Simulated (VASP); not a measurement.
Si2Mo, 3 atoms in the cell. Symmetry: I4/mmm, No. 139, tetragonal system. The conventional cell has a = 3.327 Å, b = 3.327 Å, c = 8.097 Å, α = 90.00°, β = 90.00°, γ = 90.00°. Within 3.5 Å of Si (site symmetry 4mm) lie 9 Si at 2.64 to 3.33 Å and 5 Mo at 2.70 to 2.73 Å. Within 3.6 Å of Mo (site symmetry 4/mmm) lie 10 Si at 2.70 to 2.73 Å and 4 Mo at 3.33 Å. 

| Quantity | Value |
| --- | --- |
| Program | VASP 6.6.1 |
| Task | single point |
| Functional | PBE |
| Potentials or basis | VASP PAW PBE potentials, release 64 (Si, Mo_sv) |
| Cutoff | 520 eV |
| k mesh | 18 × 18 × 18 |
| Occupations | gaussian, width 0.1 eV |
| Spin | no spin polarisation |
| Dipole correction | no |
| Further INCAR settings | ALGO = Normal; EDIFF = 1e-06; NBANDS = 18 |

Potentials or basis: VASP PAW PBE potentials, release 64 (Si, Mo_sv).

Command:

```console
$ cat potpaw_PBE.64/Si/POTCAR potpaw_PBE.64/Mo_sv/POTCAR > POTCAR
$ mpirun -np 1 vasp_std > vasp.out
```

Hardware: 1 thread of Intel(R) Xeon(R) Platinum 8259CL CPU @ 2.50GHz (Skylake/Cascade Lake) (shared host).

Problem. How long does it take, and how much memory?

Solution. It took 7.8 min on 1 thread of Intel(R) Xeon(R) Platinum 8259CL CPU @ 2.50GHz (Skylake/Cascade Lake), on a shared host, peak memory 0.48 GiB. Counts: scf iterations 13, k points 480.
